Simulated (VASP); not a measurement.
Input of a VASP 6.6.1 run:

Contents of INCAR:

```
PREC = Accurate
ENCUT = 520
EDIFF = 1E-7
ISMEAR = -1
SIGMA = 0.05
LREAL = F
LASPH = T
NELM = 100
ALGO = Normal
ISIF = 2
LWAVE = F
LCHARG = F
GGA = PE
NBANDS = 15
```

KPOINTS

```
regular mesh
0
Gamma
  18 18 18
```

The input POSCAR:

```
TiC
1.0
    0.0000000000      2.1640000000      2.1640000000
    2.1640000000      0.0000000000      2.1640000000
    2.1640000000      2.1640000000      0.0000000000
Ti C
1 1
Direct
    0.0000000000      0.0000000000      0.0000000000
    0.5000000000      0.5000000000      0.5000000000
```

Potentials or basis: VASP PAW PBE potentials, release 64 (Ti_sv, C).

Command:

```sh
$ cat potpaw_PBE.64/Ti_sv/POTCAR potpaw_PBE.64/C/POTCAR > POTCAR
$ mpirun -np 1 vasp_std > vasp.out
```

**Question.** What does it give for the pressure?

**Answer.** 1.1 GPa.

**Question.** Estimate the band gap on the k mesh.

**Answer.** Zero (band 8 reaches 10.13 eV, above the bottom of band 9 at 9.03 eV).
